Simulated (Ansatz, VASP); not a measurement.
**Two plane-wave programs on Sb**

```
CELL_PARAMETERS angstrom
-1.57654 1.57654 2.71194
1.57654 -1.57654 2.71194
1.57654 1.57654 -2.71194
ATOMIC_POSITIONS crystal
Sb 0.00000 0.00000 0.00000
```

Alike in both runs: task single point; functional PBE; k mesh 12 × 12 × 12; occupations gaussian, width 0.027 eV; no spin polarisation.

|  | VASP | Ansatz |
| --- | --- | --- |
| version | VASP 6.6.1 | Ansatz 0.2.0 |
| potentials or method | VASP PAW PBE potentials, release 64 (Sb) | Ansatz PAW |
| plane-wave cutoff (eV) | 520 | 420 |
| valence electrons in the cell | 5 | 15 |

Ansatz gave:

- gap on the k mesh at the Fermi level (eV): none
- pressure (GPa): 1.8
- traceless stress, the component that is largest in VASP (GPa): -0.46

Q: Which values does VASP return?

A: gap on the k mesh at the Fermi level (eV): none; pressure (GPa): 1.7; traceless stress, the component that is largest in VASP (GPa): -0.47.

A gap of «none» marks a metal or a gap that the smearing closes. With one functional, cell and mesh, what is left measures potentials, basis and numerics. VASP's potentials hold 5 valence electrons a cell and Ansatz's 15, so a difference there can come from the potentials and not from the codes.

Spin-orbit coupling is off throughout.
